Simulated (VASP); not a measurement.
# PbSe (Cmcm) in VASP: notebook

The runs below take PbSe through single point, with PBE.

Everything below comes from runs of VASP 6.6.1. Logs are shortened: lines on timing, memory, paths and dates and some standing lists are left out, and cuts for length are marked.

**1. The cell of the first run**

It takes space group Cmcm (No. 63, orthorhombic). Conventional cell: a = 4.222 Å, b = 12.017 Å, c = 4.360 Å, α = 90.00°, β = 90.00°, γ = 90.00°. Within 3.6 Å of Pb (site symmetry m2m) lie 5 Se at 2.76 to 3.04 Å. Se (site symmetry m2m) has 5 Pb at 2.76 to 3.04 Å within 3.6 Å.

**2. Single point, PBE**

Contents of INCAR:

```
SYSTEM = PbSe
PREC = Accurate
ENCUT = 520
EDIFF = 1E-6
ISMEAR = -1
SIGMA = 0.05
LREAL = .FALSE.
LASPH = .TRUE.
NELM = 80
ALGO = Normal
ISIF = 2
LWAVE = .FALSE.
LCHARG = .FALSE.
GGA = PE
NBANDS = 28
```

Contents of KPOINTS:

```
Automatic mesh
0
G
  7 7 6
  0 0 0
```

Contents of POSCAR:

```
PbSe
1.0
    2.1108871736     -6.0087296157      0.0000000000
    2.1108871736      6.0087296157      0.0000000000
    0.0000000000      0.0000000000      4.3596416781
Pb Se
2 2
Direct
    0.3682392700      0.6317607300      0.2500000000
    0.6317607300      0.3682392700      0.7500000000
    0.1387100400      0.8612899600      0.2500000000
    0.8612899600      0.1387100400      0.7500000000
```

Potentials or basis: VASP PAW PBE potentials, release 64 (Pb_d, Se).

Command:

```console
$ cat potpaw_PBE.64/Pb_d/POTCAR potpaw_PBE.64/Se/POTCAR > POTCAR
$ mpirun -np 1 vasp_std > vasp.out
```

OUTCAR:

```text
SYSTEM = PbSe
   PREC = Accurate
   ENCUT = 520
   EDIFF = 1E-6
   ISMEAR = -1
   LREAL = .FALSE.
   LASPH = .TRUE.
   NELM = 80
   ISIF = 2
   GGA = PE

 ion  position               nearest neighbor table
   1  0.368  0.632  0.250-   3 2.76   4 3.04   4 3.04   4 3.04   4 3.04   2 3.84   2 3.84
   2  0.632  0.368  0.750-   4 2.76   3 3.04   3 3.04   3 3.04   3 3.04   1 3.84   1 3.84
   3  0.139  0.861  0.250-   1 2.76   2 3.04   2 3.04   2 3.04   2 3.04
   4  0.861  0.139  0.750-   2 2.76   1 3.04   1 3.04   1 3.04   1 3.04

  LATTYP: Found a base centered orthorhombic cell.
 ALAT       =     4.2217743472
 B/A-ratio  =     2.8465422931
 C/A-ratio  =     1.0326562529

  Lattice vectors:

 A1 = (   2.1108871736,  -6.0087296157,   0.0000000000)
 A2 = (   2.1108871736,   6.0087296157,   0.0000000000)
 A3 = (   0.0000000000,   0.0000000000,   4.3596416781)

Analysis of symmetry for initial positions (statically):
=====================================================================
 Subroutine PRICEL returns:
 Original cell was already a primitive cell.

 Routine SETGRP: Setting up the symmetry group for a
 base centered orthorhombic supercell.

 Subroutine GETGRP returns: Found  8 space group operations
 (whereof  4 operations were pure point group operations)
 out of a pool of  8 trial point group operations.

The static configuration has the point symmetry C_2h.
 The point group associated with its full space group is D_2h.

Analysis of symmetry for dynamics (positions and initial velocities):
=====================================================================
 Subroutine PRICEL returns:
 Original cell was already a primitive cell.

 Routine SETGRP: Setting up the symmetry group for a
 base centered orthorhombic supercell.

 Subroutine GETGRP returns: Found  8 space group operations
 (whereof  4 operations were pure point group operations)
 out of a pool of  8 trial point group operations.

The dynamic configuration has the point symmetry C_2h.
 The point group associated with its full space group is D_2h.

 Subroutine INISYM returns: Found  8 space group operations
 (whereof  4 operations are pure point group operations),
 and found     1 'primitive' translations

----------------------------------------------------------------------------------------

                                     Primitive cell

  volume of cell :     110.5932

  direct lattice vectors                    reciprocal lattice vectors
     2.110887174 -6.008729616  0.000000000     0.236867231 -0.083212265  0.000000000
     2.110887174  6.008729616  0.000000000     0.236867231  0.083212265  0.000000000
     0.000000000  0.000000000  4.359641678     0.000000000  0.000000000  0.229376649

  length of vectors
     6.368726423  6.368726423  4.359641678     0.251058492  0.251058492  0.229376649

  position of ions in fractional coordinates (direct lattice)
     0.368239270  0.631760730  0.250000000
     0.631760730  0.368239270  0.750000000
     0.138710040  0.861289960  0.250000000
     0.861289960  0.138710040  0.750000000

  ion indices of the primitive-cell ions
   primitive index   ion index
                 1           1
                 2           2
                 3           3
                 4           4

----------------------------------------------------------------------------------------

 KPOINTS: Automatic mesh

Automatic generation of k-mesh.
 Grid dimensions read from file:
 generate k-points for:    7    7    6

 Generating k-lattice:

  Cartesian coordinates                     Fractional coordinates (reciprocal lattice)
     0.033838176 -0.011887466  0.000000000     0.142857143 -0.000000000  0.000000000
     0.033838176  0.011887466  0.000000000    -0.000000000  0.142857143  0.000000000
     0.000000000  0.000000000  0.038229442     0.000000000  0.000000000  0.166666667

  Length of vectors
     0.035865499  0.035865499  0.038229442

  Shift w.r.t. Gamma in fractional coordinates (k-lattice)
     0.000000000  0.000000000  0.000000000

 Subroutine IBZKPT returns following result:
 ===========================================

 Found     64 irreducible k-points:

 Following reciprocal coordinates:
            Coordinates               Weight
  0.000000  0.000000  0.000000      1.000000
  0.142857  0.000000  0.000000      4.000000
  0.285714  0.000000  0.000000      4.000000
  0.428571  0.000000  0.000000      4.000000
  0.142857  0.142857  0.000000      2.000000
  0.285714  0.142857  0.000000      4.000000
[... 16 lines left out ...]
  0.428571  0.142857  0.166667      8.000000
 -0.428571  0.142857  0.166667      8.000000
 [... further k-points ...]
   k-points           NKPTS =     64   k-points in BZ     NKDIM =     64   number of bands    NBANDS=     28
   number of dos      NEDOS =    301   number of ions     NIONS =      4
   total plane-waves  NPLWV =  73728
   dimension x,y,z NGX =    48 NGY =   48 NGZ =   32
   dimension x,y,z NGXF=    96 NGYF=   96 NGZF=   64
   ions per type =               2   2
   NGX,Y,Z   is equivalent  to a cutoff of  12.53, 12.53, 12.20 a.u.
   NGXF,Y,Z  is equivalent  to a cutoff of  25.06, 25.06, 24.41 a.u.
 SYSTEM =  PbSe
   PREC   = accura    normal or accurate (medium, high low for compatibility)
   ISTART =      0    job   : 0-new  1-cont  2-samecut
   ICHARG =      2    charge: 1-file 2-atom 10-const
   ISPIN  =      1    spin polarized calculation?
   LNONCOLLINEAR =      F non collinear calculations
   LSORBIT =      F    spin-orbit coupling
   LASPH  =      T    aspherical Exc in radial PAW
   ENCUT  =  520.0 eV  38.22 Ry    6.18 a.u.  11.84 11.84  8.11*2*pi/ulx,y,z
   NELM   =     80;   NELMIN=  2; NELMDL= -5     # of ELM steps
   EDIFF  = 0.1E-05   stopping-criterion for ELM
   LREAL  =      F    real-space projection
   EDIFFG = 0.1E-04   stopping-criterion for IOM
   NSW    =      0    number of steps for IOM
   IBRION =     -1    ionic relax: 0-MD 1-quasi-New 2-CG
   NFREE  =      0    steps in history (QN), initial steepest desc. (CG)
   ISIF   =      2    stress and relaxation
   ISYM   =      2    0-nonsym 1-usesym 2-fastsym
   POTIM  = 0.5000    time-step for ionic-motion
   TEBEG  =    0.0;   TEEND  =   0.0 temperature during run
   PSTRESS=    0.0 pullay stress
   NELECT =      40.0000    total number of electrons
   NUPDOWN=      -1.0000    fix difference up-down
   EMIN   =  10.00;   EMAX   =-10.00  energy-range for DOS
   EFERMI =   0.00;   METHOD = LEGACY
   ISMEAR =    -1;   SIGMA  =   0.05  broadening in eV -4-tet -1-fermi 0-gaus
   EFERMI_NEDOS =   21; number of points for ismear=-14 and -15
   IALGO  =     38    algorithm
   IMIX   =      4    mixing-type and parameters
     AMIX     =   0.40;   BMIX     =  1.00
     AMIX_MAG =   1.60;   BMIX_MAG =  1.00
  volume/ion in A,a.u.               =      27.65       186.58
  Fermi-wavevector in a.u.,A,eV,Ry     =   1.166412  2.204199 18.510959  1.360517
  Thomas-Fermi vector in A             =   2.302926
   LORBIT       =      0    0 simple, 1 ext, 2 COOP (PROOUT), +10 PAW based schemes
   GGA     = PE    functional components
   LHFCALC =     F    Hartree Fock is set to
   AEXX    =    0.0000 exact exchange contribution
   IVDW    =     0    specifies the selected vdW correction
   LEPSILON=     F    determine dielectric tensor
   LRPA    =     F    only Hartree local field effects (RPA)
 non-spin polarized calculation
  energy-cutoff  :      520.00
  volume of cell :      110.59
 maximum number of plane-waves:      3000
   NGX = 23   NGY = 23   NGZ = 17

 number of electron      40.0000001 magnetization

 Free energy of the ion-electron system (eV)
  ---------------------------------------------------
  ext. energy  EPLUGINS =         0.00000000
  ---------------------------------------------------
  free energy    TOTEN  =       -16.07030733 eV

  energy without entropy =      -16.07030401  energy(sigma->0) =      -16.07030567

 E-fermi :   5.4946     XC(G=0):  -9.7132

 val. band max:        5.0212682769   @ k =   0.2857   0.1429   0.0000
 cond. band min:       5.9475179345   @ k =   0.4286   0.4286   0.0000
 fundamental gap:      0.9262496576
 Fermi energy:         5.4946368881

 k-point     1 :       0.0000    0.0000    0.0000
  band No.  band energies     occupation
      1     -11.6070      2.00000
      2     -11.4858      2.00000
      3     -11.4758      2.00000
      4     -11.4745      2.00000
      5     -11.4494      2.00000
      6     -11.4443      2.00000
[... 20 lines left out ...]
     27      10.7077      0.00000
     28      11.8227      0.00000

 k-point     2 :       0.1429    0.0000    0.0000
  band No.  band energies     occupation
      1     -11.5933      2.00000
      2     -11.4815      2.00000
      3     -11.4752      2.00000
      4     -11.4656      2.00000
      5     -11.4557      2.00000
      6     -11.4458      2.00000
[... 20 lines left out ...]
     27      10.8506      0.00000
     28      12.0187      0.00000

 k-point     3 :       0.2857    0.0000    0.0000
  band No.  band energies     occupation
      1     -11.5598      2.00000
      2     -11.4780      2.00000
      3     -11.4780      2.00000
      4     -11.4701      2.00000
      5     -11.4509      2.00000
      6     -11.4463      2.00000
[... 20 lines left out ...]
     27      11.9481      0.00000
     28      12.5898      0.00000

 k-point     4 :       0.4286    0.0000    0.0000
  band No.  band energies     occupation
      1     -11.5224      2.00000
      2     -11.4919      2.00000
      3     -11.4837      2.00000
      4     -11.4819      2.00000
      5     -11.4506      2.00000
      6     -11.4435      2.00000
[... 578 lines left out ...]
     27      11.5082      0.00000
     28      13.2049      0.00000

 k-point    23 :       0.4286    0.1429    0.1667
  band No.  band energies     occupation
      1     -11.5403      2.00000
      2     -11.5231      2.00000
      3     -11.4830      2.00000
      4     -11.4656      2.00000
      5     -11.4514      2.00000
      6     -11.4418      2.00000
[... 20 lines left out ...]
     27      12.0215      0.00000
     28      12.8881      0.00000

 k-point    24 :      -0.4286    0.1429    0.1667
  band No.  band energies     occupation
      1     -11.5584      2.00000
      2     -11.5000      2.00000
      3     -11.4782      2.00000
      4     -11.4632      2.00000
      5     -11.4547      2.00000
      6     -11.4411      2.00000
[... 20 lines left out ...]
     27      12.4141      0.00000
     28      12.7932      0.00000

 [... further k-points ...]

------------------------ aborting loop because EDIFF is reached ----------------------------------------

  FORCE on cell =-STRESS in cart. coord.  units (eV):
  Direction    XX          YY          ZZ          XY          YZ          ZX
  --------------------------------------------------------------------------------------
  -------------------------------------------------------------------------------------
  Total        3.0984732      3.1447512      3.0860194      0.0000000     -0.0000000      0.0000000
  in kB       44.8879582     45.5583926     44.7075384      0.0000000     -0.0000000      0.0000000
  external PRESSURE =      45.0512964 kB  Pullay stress =       0.0000000 kB

 VOLUME and BASIS-vectors are now :
 -----------------------------------------------------------------------------
  energy-cutoff  :      520.00
  volume of cell :      110.59
      direct lattice vectors                 reciprocal lattice vectors
     2.110887174 -6.008729616  0.000000000     0.236867231 -0.083212265  0.000000000
     2.110887174  6.008729616  0.000000000     0.236867231  0.083212265  0.000000000
     0.000000000  0.000000000  4.359641678     0.000000000  0.000000000  0.229376649

 POSITION                                       TOTAL-FORCE (eV/Angst)
 -----------------------------------------------------------------------------------
      2.11089      1.58343      1.08991         0.000000     -0.444367      0.000000
      2.11089     -1.58343      3.26973         0.000000      0.444367     -0.000000
      2.11089      4.34179      1.08991         0.000000      0.391927      0.000000
      2.11089     -4.34179      3.26973         0.000000     -0.391927      0.000000
 -----------------------------------------------------------------------------------
    total drift:                                0.000000     -0.000000     -0.000000

  FREE ENERGIE OF THE ION-ELECTRON SYSTEM (eV)
  ---------------------------------------------------
  free  energy   TOTEN  =       -16.0703073282 eV

  energy  without entropy=      -16.0703040095  energy(sigma->0) =      -16.07030567
```

Run time: 1.8 min. Hardware: 1 thread of AMD EPYC 9R45 (Zen 5), shared host; peak memory 0.32 GiB.

What came out:

```
Free energy            : -16.0703 eV
Pressure               : 4.5 GPa
Largest force          : 0.444 eV/Å
Band gap on the k mesh : 0.93 eV, indirect (least direct gap 0.99 eV)
```

Forces in eV/Å, atoms in the order of the input:
```
Pb   0.000 -0.444  0.000
Pb   0.000  0.444  0.000
Se   0.000  0.392  0.000
Se   0.000 -0.392  0.000
```

Stress tensor (GPa, compression positive):
```
4.49 0.00 0.00
0.00 4.56 0.00
0.00 0.00 4.47
```

Levels at points of the mesh, in eV from the valence-band top:
| k point | band 18 | band 19 | band 20 | band 21 | band 22 | band 23 |
| --- | --- | --- | --- | --- | --- | --- |
| (0.00, 0.00, 0.00) | -1.84 | -1.56 | -0.55 | 4.28 | 4.50 | 4.77 |
| (0.00, 0.00, 0.50) | -1.10 | -0.08 | -0.08 | 1.45 | 1.45 | 2.26 |

Caveat: spin-orbit coupling is left out, which moves the levels of the heavy elements. A k mesh can miss the band edges.

**3. Single point, PBE**

This run uses another cell than the first one, of 28.24 Å³/atom, 1.021 times its volume.

Contents of INCAR:

```
SYSTEM = PbSe
  PREC = Accurate
  ENCUT = 520
  EDIFF = 1E-6
  ISMEAR = -1
  SIGMA = 0.05
  LREAL = .False.
  LASPH = .True.
  NELM = 80
  ALGO = Normal
  ISIF = 2
  LWAVE = .False.
  LCHARG = .False.
  GGA = PE
  NBANDS = 28
```

Contents of KPOINTS:

```
regular mesh
0
Gamma
  7 7 6
  0 0 0
```

Contents of POSCAR:

```
PbSe
1.0
    2.1257530660     -6.0510460072      0.0000000000
    2.1257530660      6.0510460072      0.0000000000
    0.0000000000      0.0000000000      4.3903443916
Pb Se
2 2
Direct
    0.3682392700      0.6317607300      0.2500000000
    0.6317607300      0.3682392700      0.7500000000
    0.1387100400      0.8612899600      0.2500000000
    0.8612899600      0.1387100400      0.7500000000
```

Potentials or basis: VASP PAW PBE potentials, release 64 (Pb_d, Se).

Command:

```console
$ cat potpaw_PBE.64/Pb_d/POTCAR potpaw_PBE.64/Se/POTCAR > POTCAR
$ mpirun -np 1 vasp_std > vasp.out
```

OUTCAR:

```text
SYSTEM = PbSe
   PREC = Accurate
   ENCUT = 520
   EDIFF = 1E-6
   ISMEAR = -1
   LREAL = .False.
   LASPH = .True.
   NELM = 80
   ISIF = 2
   GGA = PE

 ion  position               nearest neighbor table
   1  0.368  0.632  0.250-   3 2.78   4 3.06   4 3.06   4 3.06   4 3.06   2 3.87   2 3.87
   2  0.632  0.368  0.750-   4 2.78   3 3.06   3 3.06   3 3.06   3 3.06   1 3.87   1 3.87
   3  0.139  0.861  0.250-   1 2.78   2 3.06   2 3.06   2 3.06   2 3.06
   4  0.861  0.139  0.750-   2 2.78   1 3.06   1 3.06   1 3.06   1 3.06

  LATTYP: Found a base centered orthorhombic cell.
 ALAT       =     4.2515061320
[... 946 lines left out ...]
  -------------------------------------------------------------------------------------
  Total        2.2320028      2.3361160      2.2251268      0.0000000      0.0000000      0.0000000
  in kB       31.6616440     33.1385215     31.5641063      0.0000000      0.0000000      0.0000000
  external PRESSURE =      32.1214239 kB  Pullay stress =       0.0000000 kB

 VOLUME and BASIS-vectors are now :
 -----------------------------------------------------------------------------
  energy-cutoff  :      520.00
  volume of cell :      112.95
      direct lattice vectors                 reciprocal lattice vectors
     2.125753066 -6.051046007  0.000000000     0.235210763 -0.082630342  0.000000000
     2.125753066  6.051046007  0.000000000     0.235210763  0.082630342  0.000000000
     0.000000000  0.000000000  4.390344392     0.000000000  0.000000000  0.227772564

 POSITION                                       TOTAL-FORCE (eV/Angst)
 -----------------------------------------------------------------------------------
      2.12575      1.59458      1.09759         0.000000     -0.318308      0.000000
      2.12575     -1.59458      3.29276         0.000000      0.318308     -0.000000
      2.12575      4.37236      1.09759         0.000000      0.299769     -0.000000
      2.12575     -4.37236      3.29276         0.000000     -0.299769      0.000000
 -----------------------------------------------------------------------------------
    total drift:                                0.000000     -0.000000     -0.000000

  FREE ENERGIE OF THE ION-ELECTRON SYSTEM (eV)
  ---------------------------------------------------
  free  energy   TOTEN  =       -16.1275528922 eV

  energy  without entropy=      -16.1275502157  energy(sigma->0) =      -16.12755155
```

OSZICAR:

```text
N       E                     dE             d eps       ncg     rms          rms(c)
DAV:   1     0.413601612585E+03    0.41360E+03   -0.18741E+04  3584   0.151E+03
DAV:   2     0.278538669594E+02   -0.38575E+03   -0.37480E+03  3624   0.397E+02
DAV:   3    -0.148054849150E+02   -0.42659E+02   -0.41711E+02  4600   0.150E+02
DAV:   4    -0.166521716425E+02   -0.18467E+01   -0.18401E+01  4256   0.328E+01
DAV:   5    -0.167144556169E+02   -0.62284E-01   -0.62277E-01  4592   0.649E+00    0.408E+00
DAV:   6    -0.161311590663E+02    0.58330E+00   -0.12581E+00  4972   0.749E+00    0.229E+00
DAV:   7    -0.161247040925E+02    0.64550E-02   -0.33807E-01  4668   0.246E+00    0.131E+00
DAV:   8    -0.161303079364E+02   -0.56038E-02   -0.47888E-02  4644   0.193E+00    0.303E-01
DAV:   9    -0.161273463214E+02    0.29616E-02   -0.11111E-02  4984   0.937E-01    0.668E-02
DAV:  10    -0.161275330936E+02   -0.18677E-03   -0.10361E-03  3920   0.147E-01    0.317E-02
DAV:  11    -0.161275532181E+02   -0.20124E-04   -0.99217E-05  5176   0.711E-02    0.929E-03
DAV:  12    -0.161275532528E+02   -0.34719E-07   -0.11702E-05  4132   0.198E-02    0.293E-03
DAV:  13    -0.161275528922E+02    0.36059E-06   -0.17220E-06  2532   0.126E-02
   1 F= -.16127553E+02 E0= -.16127552E+02  d E =-.267654E-05
```

Wall time 2.2 min (1 thread of AMD EPYC 9R45 (Zen 5), shared host); peak memory 0.35 GiB.

What came out:

| Item | Value |
| --- | --- |
| Free energy | -16.1276 eV |
| Pressure | 3.2 GPa |
| Largest force | 0.318 eV/Å |
| Band gap on the k mesh | 0.96 eV, indirect (least direct gap 1.00 eV) |

Forces on the atoms (eV/Å):
```
Pb   0.000 -0.318  0.000
Pb   0.000  0.318  0.000
Se   0.000  0.300  0.000
Se   0.000 -0.300  0.000
```

Stress tensor (GPa, compression positive):
```
3.17 0.00 0.00
0.00 3.31 0.00
0.00 0.00 3.16
```

Caveat: spin-orbit coupling is left out, which moves the levels of the heavy elements.
